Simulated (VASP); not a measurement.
Input of a VASP 6.6.1 run:

INCAR

```
SYSTEM = Ta7Mo9
PREC = Accurate ; ENCUT = 520
EDIFF = 1E-6 ; ISMEAR = -1
SIGMA = 0.1534 ; LREAL = Auto
LASPH = .TRUE. ; NELM = 80
ALGO = Normal ; ISIF = 2
LWAVE = .FALSE. ; LCHARG = .TRUE.
GGA = PE ; LELF = .TRUE.
LVHAR = .TRUE. ; ISYM = 0
NBANDS = 116
```

The input KPOINTS:

```
Automatic mesh
0
Gamma
  1 1 1
  0.25 0.25 0.25
```

The input POSCAR:

```
Ta7Mo9
1.0
    6.4357620000      0.0753480000     -0.1865720000
    0.0753480000      6.5467160000      0.2328530000
   -0.1865720000      0.2328530000      6.2967750000
Mo Ta
9 7
Direct
    0.5193478875      0.7545072184      0.7018363376
    0.7525414547      0.5206935961      0.9633649127
    0.4839530267      0.7422384223      0.2096599673
    0.5240742285      0.2451909111      0.2010143506
    0.0399749615      0.7544532782      0.2444358421
    0.2535521056      0.9699979274      0.9595513253
    0.9889696522      0.2610021970      0.1830676658
    0.2975573849      0.5060131988      0.9276236145
    0.2659664293      0.0107330173      0.4633779472
    0.0231371708      0.2522288652      0.7062649531
    0.0073104659      0.7657993531      0.7266356590
    0.5019709131      0.2547312740      0.7212326589
    0.2555876994      0.4830480086      0.4399979879
    0.7555768568      0.4982735783      0.4916801041
    0.7304351847      0.0457093188      0.4679486247
    0.7589801740      0.0014231736      0.9682213607
```

Potentials or basis: VASP PAW PBE potentials, release 64 (Mo_sv, Ta_pv).

The run is started by

```bash
$ cat potpaw_PBE.64/Mo_sv/POTCAR potpaw_PBE.64/Ta_pv/POTCAR > POTCAR
$ mpirun -np 1 vasp_std > vasp.out
```

(1) Estimate the pressure.

(2) What does it give for the largest force?

## Answers

(1) 11.9 GPa.

(2) 4.297 eV/Å.

Caveat: the k points lie up to 1.00 Å⁻¹ apart.
